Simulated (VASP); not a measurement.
# SiGeS3 (Pm-3m) in VASP: further runs

Runs on SiGeS3. Level: PBE. Tasks: single point, relaxation of cell and atoms.

All numbers are computed with VASP 6.6.1; they aren't measurements. Logs are shortened: lines on timing, memory, paths and dates and some standing lists are left out, and cuts for length are marked.

**1. The cell of the first run**

It takes space group Pm-3m (No. 221, cubic). Conventional cell: a = 4.680 Å, b = 4.680 Å, c = 4.680 Å, α = 90.00°, β = 90.00°, γ = 90.00°. Si (site symmetry m-3m) has 12 S at 3.31 Å and 8 Ge at 4.05 Å within 4.4 Å. Ge (site symmetry m-3m) has 6 S at 2.34 Å within 3.1 Å. S (site symmetry 4/mmm) has 2 Ge at 2.34 Å within 3.1 Å.

**2. Single point, PBE**

The input, INCAR:

```
PREC = Accurate
ENCUT = 520
EDIFF = 1E-7
ISMEAR = 0
SIGMA = 0.1
LREAL = F
LASPH = T
NELM = 100
ALGO = Normal
ISIF = 2
LWAVE = F
LCHARG = F
GGA = PE
NBANDS = 26
```

The input, KPOINTS:

```
regular mesh
0
Gamma
  4 4 4
```

The input, POSCAR:

```
SiGeS3
1.0
    4.6795070827      0.0000000000      0.0000000000
    0.0000000000      4.6795070827      0.0000000000
    0.0000000000      0.0000000000      4.6795070827
Si Ge S
1 1 3
Direct
    0.0000000000      0.0000000000      0.0000000000
    0.5000000000      0.5000000000      0.5000000000
    0.0000000000      0.5000000000      0.5000000000
    0.5000000000      0.0000000000      0.5000000000
    0.5000000000      0.5000000000      0.0000000000
```

Potentials or basis: VASP PAW PBE potentials, release 64 (Si, Ge_d, S).

Launch:

```bash
$ cat potpaw_PBE.64/Si/POTCAR potpaw_PBE.64/Ge_d/POTCAR potpaw_PBE.64/S/POTCAR > POTCAR
$ mpirun -np 1 vasp_std > vasp.out
```

OUTCAR:

```text
PREC = Accurate
   ENCUT = 520
   EDIFF = 1E-7
   ISMEAR = 0
   LREAL = F
   LASPH = T
   NELM = 100
   ISIF = 2
   GGA = PE

 ion  position               nearest neighbor table
   1  0.000  0.000  0.000-
   2  0.500  0.500  0.500-   3 2.34   4 2.34   5 2.34   5 2.34   4 2.34   3 2.34
   3  0.000  0.500  0.500-   2 2.34   2 2.34
   4  0.500  0.000  0.500-   2 2.34   2 2.34
   5  0.500  0.500  0.000-   2 2.34   2 2.34

  LATTYP: Found a simple cubic cell.
 ALAT       =     4.6795070827

  Lattice vectors:

 A1 = (   4.6795070827,   0.0000000000,   0.0000000000)
 A2 = (   0.0000000000,   4.6795070827,   0.0000000000)
 A3 = (   0.0000000000,   0.0000000000,   4.6795070827)

Analysis of symmetry for initial positions (statically):
=====================================================================
 Subroutine PRICEL returns:
 Original cell was already a primitive cell.

 Routine SETGRP: Setting up the symmetry group for a
 simple cubic supercell.

 Subroutine GETGRP returns: Found 48 space group operations
 (whereof 48 operations were pure point group operations)
 out of a pool of 48 trial point group operations.

The static configuration has the point symmetry O_h .

Analysis of symmetry for dynamics (positions and initial velocities):
=====================================================================
 Subroutine PRICEL returns:
 Original cell was already a primitive cell.

 Routine SETGRP: Setting up the symmetry group for a
 simple cubic supercell.

 Subroutine GETGRP returns: Found 48 space group operations
 (whereof 48 operations were pure point group operations)
 out of a pool of 48 trial point group operations.

The dynamic configuration has the point symmetry O_h .

 Subroutine INISYM returns: Found 48 space group operations
 (whereof 48 operations are pure point group operations),
 and found     1 'primitive' translations

----------------------------------------------------------------------------------------

                                     Primitive cell

  volume of cell :     102.4708

  direct lattice vectors                    reciprocal lattice vectors
     4.679507083  0.000000000  0.000000000     0.213697721  0.000000000  0.000000000
     0.000000000  4.679507083  0.000000000     0.000000000  0.213697721  0.000000000
     0.000000000  0.000000000  4.679507083     0.000000000  0.000000000  0.213697721

  length of vectors
     4.679507083  4.679507083  4.679507083     0.213697721  0.213697721  0.213697721

  position of ions in fractional coordinates (direct lattice)
     0.000000000  0.000000000  0.000000000
     0.500000000  0.500000000  0.500000000
     0.000000000  0.500000000  0.500000000
     0.500000000  0.000000000  0.500000000
     0.500000000  0.500000000  0.000000000

  ion indices of the primitive-cell ions
   primitive index   ion index
                 1           1
                 2           2
                 3           3
                 4           4
                 5           5

----------------------------------------------------------------------------------------

 KPOINTS: regular mesh

Automatic generation of k-mesh.
 Grid dimensions read from file:
 generate k-points for:    4    4    4

 Generating k-lattice:

  Cartesian coordinates                     Fractional coordinates (reciprocal lattice)
     0.053424430  0.000000000  0.000000000     0.250000000  0.000000000  0.000000000
     0.000000000  0.053424430  0.000000000     0.000000000  0.250000000  0.000000000
     0.000000000  0.000000000  0.053424430     0.000000000  0.000000000  0.250000000

  Length of vectors
     0.053424430  0.053424430  0.053424430

  Shift w.r.t. Gamma in fractional coordinates (k-lattice)
     0.000000000  0.000000000  0.000000000

 Subroutine IBZKPT returns following result:
 ===========================================

 Found     10 irreducible k-points:

 Following reciprocal coordinates:
            Coordinates               Weight
  0.000000  0.000000  0.000000      1.000000
  0.250000  0.000000  0.000000      6.000000
  0.500000  0.000000  0.000000      3.000000
  0.250000  0.250000  0.000000     12.000000
  0.500000  0.250000  0.000000     12.000000
  0.500000  0.500000  0.000000      3.000000
  0.250000  0.250000  0.250000      8.000000
  0.500000  0.250000  0.250000     12.000000
  0.500000  0.500000  0.250000      6.000000
  0.500000  0.500000  0.500000      1.000000
   k-points           NKPTS =     10   k-points in BZ     NKDIM =     10   number of bands    NBANDS=     26
   number of dos      NEDOS =    301   number of ions     NIONS =      5
   total plane-waves  NPLWV =  46656
   dimension x,y,z NGX =    36 NGY =   36 NGZ =   36
   dimension x,y,z NGXF=    72 NGYF=   72 NGZF=   72
   ions per type =               1   1   3
   NGX,Y,Z   is equivalent  to a cutoff of  12.79, 12.79, 12.79 a.u.
   NGXF,Y,Z  is equivalent  to a cutoff of  25.58, 25.58, 25.58 a.u.
 SYSTEM =  unknown system
   PREC   = accura    normal or accurate (medium, high low for compatibility)
   ISTART =      0    job   : 0-new  1-cont  2-samecut
   ICHARG =      2    charge: 1-file 2-atom 10-const
   ISPIN  =      1    spin polarized calculation?
   LNONCOLLINEAR =      F non collinear calculations
   LSORBIT =      F    spin-orbit coupling
   LASPH  =      T    aspherical Exc in radial PAW
   ENCUT  =  520.0 eV  38.22 Ry    6.18 a.u.   8.70  8.70  8.70*2*pi/ulx,y,z
   NELM   =    100;   NELMIN=  2; NELMDL= -5     # of ELM steps
   EDIFF  = 0.1E-06   stopping-criterion for ELM
   LREAL  =      F    real-space projection
   EDIFFG = 0.1E-05   stopping-criterion for IOM
   NSW    =      0    number of steps for IOM
   IBRION =     -1    ionic relax: 0-MD 1-quasi-New 2-CG
   NFREE  =      0    steps in history (QN), initial steepest desc. (CG)
   ISIF   =      2    stress and relaxation
   ISYM   =      2    0-nonsym 1-usesym 2-fastsym
   POTIM  = 0.5000    time-step for ionic-motion
   TEBEG  =    0.0;   TEEND  =   0.0 temperature during run
   PSTRESS=    0.0 pullay stress
   NELECT =      36.0000    total number of electrons
   NUPDOWN=      -1.0000    fix difference up-down
   EMIN   =  10.00;   EMAX   =-10.00  energy-range for DOS
   EFERMI =   0.00;   METHOD = LEGACY
   ISMEAR =     0;   SIGMA  =   0.10  broadening in eV -4-tet -1-fermi 0-gaus
   EFERMI_NEDOS =   21; number of points for ismear=-14 and -15
   IALGO  =     38    algorithm
   IMIX   =      4    mixing-type and parameters
     AMIX     =   0.40;   BMIX     =  1.00
     AMIX_MAG =   1.60;   BMIX_MAG =  1.00
  volume/ion in A,a.u.               =      20.49       138.30
  Fermi-wavevector in a.u.,A,eV,Ry     =   1.155160  2.182936 18.155548  1.334395
  Thomas-Fermi vector in A             =   2.291791
   LORBIT       =      0    0 simple, 1 ext, 2 COOP (PROOUT), +10 PAW based schemes
   GGA     = PE    functional components
   LHFCALC =     F    Hartree Fock is set to
   AEXX    =    0.0000 exact exchange contribution
   IVDW    =     0    specifies the selected vdW correction
   LEPSILON=     F    determine dielectric tensor
   LRPA    =     F    only Hartree local field effects (RPA)
 non-spin polarized calculation
 Gauss-broadening in eV      SIGMA  =   0.10
  energy-cutoff  :      520.00
  volume of cell :      102.47
 maximum number of plane-waves:      2800
 NGX is ok and might be reduce to    36
   NGX = 17   NGY = 17   NGZ = 17

 number of electron      36.0000026 magnetization

 Free energy of the ion-electron system (eV)
  ---------------------------------------------------
  ext. energy  EPLUGINS =         0.00000000
  ---------------------------------------------------
  free energy    TOTEN  =       -19.39622327 eV

  energy without entropy =      -19.38215252  energy(sigma->0) =      -19.38918789

 E-fermi :   4.6748     XC(G=0):  -9.8645

 val. band max:        4.6501984745   @ k =   0.2500   0.0000   0.0000
 cond. band min:       4.7066499448   @ k =   0.5000   0.0000   0.0000
 fundamental gap:      0.0564514702
 Fermi energy:         4.6747874080

 k-point     1 :       0.0000    0.0000    0.0000
  band No.  band energies     occupation
      1     -20.3527      2.00000
      2     -20.3527      2.00000
      3     -20.2780      2.00000
      4     -20.2780      2.00000
      5     -20.2780      2.00000
      6     -10.1791      2.00000
[... 18 lines left out ...]
     25       9.9199      0.00000
     26      10.0404      0.00000

 k-point     2 :       0.2500    0.0000    0.0000
  band No.  band energies     occupation
      1     -20.3527      2.00000
      2     -20.3491      2.00000
      3     -20.2782      2.00000
      4     -20.2782      2.00000
      5     -20.2780      2.00000
      6      -9.9127      2.00000
[... 18 lines left out ...]
     25      11.1878      0.00000
     26      11.4474      0.00000

 k-point     3 :       0.5000    0.0000    0.0000
  band No.  band energies     occupation
      1     -20.3527      2.00000
      2     -20.3455      2.00000
      3     -20.2785      2.00000
      4     -20.2785      2.00000
      5     -20.2780      2.00000
      6      -9.4950      2.00000
[... 18 lines left out ...]
     25      12.2635      0.00000
     26      12.7736      0.00000

 k-point     4 :       0.2500    0.2500    0.0000
  band No.  band energies     occupation
      1     -20.3509      2.00000
      2     -20.3473      2.00000
      3     -20.2785      2.00000
      4     -20.2782      2.00000
      5     -20.2782      2.00000
      6      -9.6399      2.00000
[... 18 lines left out ...]
     25      11.6242      0.00000
     26      11.7064      0.00000
[... 90 lines left out ...]
      1     -20.3472      2.00000
      2     -20.3436      2.00000
      3     -20.2787      2.00000
      4     -20.2787      2.00000
      5     -20.2784      2.00000
      6      -8.8961      2.00000
[... 18 lines left out ...]
     25      11.7516      0.00000
     26      12.8055      0.00000

 k-point     9 :       0.5000    0.5000    0.2500
  band No.  band energies     occupation
      1     -20.3454      2.00000
      2     -20.3417      2.00000
      3     -20.2789      2.00000
      4     -20.2787      2.00000
      5     -20.2787      2.00000
      6      -8.3009      2.00000
[... 18 lines left out ...]
     25      11.4519      0.00000
     26      13.3738      0.00000

 k-point    10 :       0.5000    0.5000    0.5000
  band No.  band energies     occupation
      1     -20.3417      2.00000
      2     -20.3417      2.00000
      3     -20.2789      2.00000
      4     -20.2789      2.00000
      5     -20.2789      2.00000
      6      -7.7201      2.00000
[... 18 lines left out ...]
     25      10.2777      0.00000
     26      12.2732      0.00000

------------------------ aborting loop because EDIFF is reached ----------------------------------------

  FORCE on cell =-STRESS in cart. coord.  units (eV):
  Direction    XX          YY          ZZ          XY          YZ          ZX
  --------------------------------------------------------------------------------------
  -------------------------------------------------------------------------------------
  Total        0.0058095      0.0058095      0.0058095      0.0000000      0.0000000     -0.0000000
  in kB        0.0908343      0.0908343      0.0908343      0.0000000      0.0000000     -0.0000000
  external PRESSURE =       0.0908343 kB  Pullay stress =       0.0000000 kB

 VOLUME and BASIS-vectors are now :
 -----------------------------------------------------------------------------
  energy-cutoff  :      520.00
  volume of cell :      102.47
      direct lattice vectors                 reciprocal lattice vectors
     4.679507083  0.000000000  0.000000000     0.213697721  0.000000000  0.000000000
     0.000000000  4.679507083  0.000000000     0.000000000  0.213697721  0.000000000
     0.000000000  0.000000000  4.679507083     0.000000000  0.000000000  0.213697721

 POSITION                                       TOTAL-FORCE (eV/Angst)
 -----------------------------------------------------------------------------------
      0.00000      0.00000      0.00000         0.000000      0.000000      0.000000
      2.33975      2.33975      2.33975         0.000000      0.000000      0.000000
      0.00000      2.33975      2.33975         0.000000      0.000000      0.000000
      2.33975      0.00000      2.33975         0.000000      0.000000      0.000000
      2.33975      2.33975      0.00000         0.000000      0.000000      0.000000
 -----------------------------------------------------------------------------------
    total drift:                                0.000000      0.000000      0.000000

  FREE ENERGIE OF THE ION-ELECTRON SYSTEM (eV)
  ---------------------------------------------------
  free  energy   TOTEN  =       -19.3962232664 eV

  energy  without entropy=      -19.3821525182  energy(sigma->0) =      -19.38918789
```

Run time: 40 s. Hardware: 1 thread of Intel Xeon Platinum 8259CL at 2.50GHz (Skylake/Cascade Lake), shared host; peak memory 0.21 GiB.

What came out:

* Free energy: -19.3962 eV
* Pressure: 0.0 GPa
* Band gap on the k mesh: zero (band 18 reaches 5.26 eV, above the bottom of band 19 at 3.78 eV)

Levels at points of the mesh, in eV from the Fermi level:
| k point | band 16 | band 17 | band 18 | band 19 | band 20 | band 21 |
| --- | --- | --- | --- | --- | --- | --- |
| (0.00, 0.00, 0.00) | -1.39 | -0.90 | -0.90 | -0.90 | 2.92 | 2.92 |
| (0.50, 0.00, 0.00) | -1.27 | -0.81 | -0.81 | 0.03 | 1.99 | 1.99 |
| (0.50, 0.50, 0.00) | -1.89 | -1.16 | 0.52 | 0.53 | 1.76 | 1.76 |
| (0.50, 0.50, 0.50) | 0.58 | 0.58 | 0.58 | 2.68 | 2.68 | 2.68 |

**3. Relaxation of cell and atoms, PBE**

This run uses another cell than the first one, of 21.97 Å³/atom, 1.072 times its volume.

The input, INCAR:

```
SYSTEM = SiGeS3
  ALGO = Normal
  EDIFF = 1E-6
  EDIFFG = -0.04
  ENCUT = 600
  GGA = PE
  IBRION = 2
  ISIF = 3
  ISMEAR = 0
  LASPH = .True.
  LCHARG = .False.
  LREAL = .False.
  LWAVE = .False.
  NELM = 80
  NSW = 90
  PREC = Accurate
  SIGMA = 0.1
```

The input, KPOINTS:

```
k-points
0
Gamma
  4 4 4
  0 0 0
```

POSCAR: that of step 2 with these lines changed.

```diff
@@ -2,5 +2,5 @@
 1.0
-    4.6795070827      0.0000000000      0.0000000000
-    0.0000000000      4.6795070827      0.0000000000
-    0.0000000000      0.0000000000      4.6795070827
+    4.7894263300      0.0000000000      0.0000000000
+    0.0000000000      4.7894263300      0.0000000000
+    0.0000000000      0.0000000000      4.7894263300
 Si Ge S
```

Potentials or basis: VASP PAW PBE potentials, release 64 (Si, Ge_d, S).

Launch:

```bash
$ cat potpaw_PBE.64/Si/POTCAR potpaw_PBE.64/Ge_d/POTCAR potpaw_PBE.64/S/POTCAR > POTCAR
$ mpirun -np 1 vasp_std > vasp.out
```

OUTCAR:

```text
SYSTEM = SiGeS3
   EDIFF = 1E-6
   EDIFFG = -0.04
   ENCUT = 600
   GGA = PE
   IBRION = 2
   ISIF = 3
   ISMEAR = 0
   LASPH = .True.
   LREAL = .False.
   NELM = 80
   NSW = 90
   PREC = Accurate

 ion  position               nearest neighbor table
   1  0.000  0.000  0.000-
   2  0.500  0.500  0.500-   3 2.39   4 2.39   5 2.39   5 2.39   4 2.39   3 2.39
   3  0.000  0.500  0.500-   2 2.39   2 2.39
   4  0.500  0.000  0.500-   2 2.39   2 2.39
   5  0.500  0.500  0.000-   2 2.39   2 2.39

[... 744 lines left out ...]
  -------------------------------------------------------------------------------------
  Total        0.1127106      0.1127106      0.1127106      0.0000000      0.0000000     -0.0000000
  in kB        1.7668919      1.7668919      1.7668919      0.0000000      0.0000000     -0.0000000
  external PRESSURE =       1.7668919 kB  Pullay stress =       0.0000000 kB

 VOLUME and BASIS-vectors are now :
 -----------------------------------------------------------------------------
  energy-cutoff  :      600.00
  volume of cell :      102.20
      direct lattice vectors                 reciprocal lattice vectors
     4.675432442  0.000000000  0.000000000     0.213883959 -0.000000000 -0.000000000
     0.000000000  4.675432442  0.000000000    -0.000000000  0.213883959  0.000000000
     0.000000000 -0.000000000  4.675432442    -0.000000000 -0.000000000  0.213883959

 POSITION                                       TOTAL-FORCE (eV/Angst)
 -----------------------------------------------------------------------------------
      0.00000      0.00000      0.00000        -0.000000     -0.000000      0.000000
      2.33772      2.33772      2.33772         0.000000      0.000000      0.000000
      0.00000      2.33772      2.33772        -0.000000     -0.000000      0.000000
      2.33772     -0.00000      2.33772        -0.000000     -0.000000      0.000000
      2.33772      2.33772      0.00000        -0.000000     -0.000000      0.000000
 -----------------------------------------------------------------------------------
    total drift:                               -0.000000      0.000000     -0.000000

  FREE ENERGIE OF THE ION-ELECTRON SYSTEM (eV)
  ---------------------------------------------------
  free  energy   TOTEN  =       -19.3966810108 eV

  energy  without entropy=      -19.3827475652  energy(sigma->0) =      -19.38971429

 reached required accuracy - stopping structural energy minimisation
```

OSZICAR:

```text
N       E                     dE             d eps       ncg     rms          rms(c)
DAV:   1     0.319796004265E+03    0.31980E+03   -0.17886E+04   500   0.268E+03
DAV:   2     0.256659757369E+02   -0.29413E+03   -0.28453E+03   488   0.657E+02
DAV:   3    -0.185038727525E+02   -0.44170E+02   -0.43390E+02   556   0.154E+02
[... 16 lines left out ...]
DAV:   5    -0.193968562378E+02    0.42124E-02   -0.49803E-03   518   0.726E-01    0.232E-01
DAV:   6    -0.193967077985E+02    0.14844E-03   -0.66780E-04   482   0.200E-01    0.362E-02
DAV:   7    -0.193966841135E+02    0.23685E-04   -0.64695E-05   564   0.107E-01    0.239E-02
DAV:   8    -0.193966805995E+02    0.35140E-05   -0.13374E-05   534   0.376E-02    0.537E-03
DAV:   9    -0.193966810108E+02   -0.41127E-06   -0.12213E-06   250   0.120E-02
   2 F= -.19396681E+02 E0= -.19389714E+02  d E =-.857967E-01
```

Wall time 68 s (1 thread of Intel Xeon Platinum 8259CL at 2.50GHz (Skylake/Cascade Lake), shared host); peak memory 0.25 GiB.

Results:

```
Free energy                            : -19.3967 eV
Relaxed volume                         : 20.44 Å³/atom
Relaxed cell                           : a = 4.675 Å, b = 4.675 Å, c = 4.675 Å, α = 90.00°, β = 90.00°, γ = 90.00°
Space group after relaxing (to 0.05 Å) : Pm-3m (No. 221)
Energy gained by relaxing              : 17.2 meV/atom
Ionic steps                            : 2
Pressure after relaxing                : 0.2 GPa
Band gap on the k mesh                 : zero (band 18 reaches 5.29 eV, above the bottom of band 19 at 3.80 eV)
```

Step by step:
```
step  energy change (eV)  largest force (eV/Å)  pressure (GPa)  volume (Å³)
   1              0.0000                0.0000           -3.60       109.86
   2             -0.0858                0.0000            0.18       102.20
```

Final structure:
```xyz
5
Lattice="4.6754 0.0000 0.0000 0.0000 4.6754 0.0000 0.0000 0.0000 4.6754" Properties=species:S:1:pos:R:3 pbc="T T T"
Si    0.0000    0.0000    0.0000
Ge    2.3377    2.3377    2.3377
S     0.0000    2.3377    2.3377
S     2.3377    0.0000    2.3377
S     2.3377    2.3377    0.0000
```
